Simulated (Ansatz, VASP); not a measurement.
# One calculation of SrCl2, two programs

The input INCAR:

```
PREC = Accurate
ENCUT = 520
EDIFF = 1E-6
ISMEAR = -1
SIGMA = 0.02
LREAL = False
LASPH = True
NELM = 100
ALGO = Normal
ISIF = 2
LWAVE = False
LCHARG = False
GGA = PE
NBANDS = 19
```

File KPOINTS:

```
Automatic mesh
0
Gamma
  6 6 6
```

File POSCAR:

```
SrCl2
1.0
    0.0000000000      3.4277637231      3.4277637231
    3.4277637231      0.0000000000      3.4277637231
    3.4277637231      3.4277637231      0.0000000000
Sr Cl
1 2
Direct
    0.0000000000      0.0000000000      0.0000000000
    0.2500000000      0.2500000000      0.2500000000
    0.7500000000      0.7500000000      0.7500000000
```

Input for Ansatz:

```yaml
crystal:
  lattice:
    - [0.0, 3.4277637231, 3.4277637231]
    - [3.4277637231, 0.0, 3.4277637231]
    - [3.4277637231, 3.4277637231, 0.0]
  atoms:
    - { symbol: Sr, position: [0.0, 0.0, 0.0] }
    - { symbol: Cl, position: [0.25, 0.25, 0.25] }
    - { symbol: Cl, position: [0.75, 0.75, 0.75] }
kpoints:
  mp_grid: { grid: [6, 6, 6] }
  band_path:
    path:
      - [0.0, 0.0, 0.0]
      - [0.5, 0.0, 0.5]
      - [0.625, 0.25, 0.625]
      - [0.375, 0.375, 0.75]
      - [0.5, 0.5, 0.5]
      - [0.5, 0.25, 0.75]
    npoints: 1
hamiltonian:
  xc: pbe
scf:
  occupations: { method: fermi_dirac, width: 0.02 }
  n_extra_bands: 4
output:
  forces: true
  stress: true
  eigenvalues: true
```

Change from the starting cell: hydrostatic strain -2.0%.

Alike in both runs: task single point; functional PBE; k mesh 6 × 6 × 6; occupations fermi-dirac, width 0.02 eV; no spin polarisation.

|  | VASP | Ansatz |
| --- | --- | --- |
| version | VASP 6.6.1 | Ansatz 0.2.0 |
| potentials or method | VASP PAW PBE potentials, release 64 (Sr_sv, Cl) | plane waves, PAW |
| plane-wave cutoff (eV) | 520 | 420 |
| valence electrons in the cell | 24 | 24 |

```csv
,VASP,Ansatz,Ansatz less VASP
gap on the k mesh at the Fermi level (eV),5.48,5.48,+0.003
pressure (GPa),3.3,3.2,-0.11
```
